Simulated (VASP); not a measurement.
Crystal: Rb3ClO.

```
Rb Cl O
1.0
     5.53368    0.00000    0.00000
     0.00000    5.53368    0.00000
     0.00000    0.00000    5.53368
Rb Cl O
3 1 1
Direct
  0.00000 0.00000 0.50000
  0.00000 0.50000 0.00000
  0.50000 0.00000 0.00000
  0.50000 0.50000 0.50000
  0.00000 0.00000 0.00000
```

- Program: VASP 6.6.1
- Task: relaxation of volume and atoms at fixed shape
- Functional: LDA
- Potentials or basis: VASP PAW LDA potentials, release 64 (Rb_sv, Cl, O)
- Cutoff: 600 eV
- k mesh: 3 × 3 × 3
- Occupations: methfessel-paxton, width 0.01 eV
- Spin: no spin polarisation

At the start: pressure -2.3 GPa; volume 33.89 Å³/atom.

**Question.** How do energy, volume and symmetry change on relaxing?

**Answer.** Over 4 steps the energy falls by 36.7 meV/atom and the volume is 29.47 Å³/atom (-13.0 %); space group Pm-3m (No. 221, to 0.1 Å) before and after.

Step by step:
| step | energy change (eV) | largest force (eV/Å) | pressure (GPa) | volume (Å³) |
| --- | --- | --- | --- | --- |
| 1 | 0.0000 | 0.0000 | -2.34 | 169.45 |
| 2 | -0.1386 | 0.0000 | -1.34 | 157.60 |
| 3 | -0.1832 | 0.0000 | -0.14 | 148.31 |
| 4 | -0.1836 | 0.0000 | 0.02 | 147.35 |

Final structure:
```cif
data_structure
_symmetry_space_group_name_H-M 'P 1'
_symmetry_Int_Tables_number 1
_cell_length_a 5.2818
_cell_length_b 5.2818
_cell_length_c 5.2818
_cell_angle_alpha 90.000
_cell_angle_beta 90.000
_cell_angle_gamma 90.000
_cell_volume 147.35
loop_
_atom_site_label
_atom_site_type_symbol
_atom_site_fract_x
_atom_site_fract_y
_atom_site_fract_z
_atom_site_occupancy
Rb1 Rb 0.00000 0.00000 0.50000 1
Rb2 Rb 0.00000 0.50000 0.00000 1
Rb3 Rb 0.50000 0.00000 0.00000 1
Cl1 Cl 0.50000 0.50000 0.50000 1
O1 O 0.00000 0.00000 0.00000 1
```
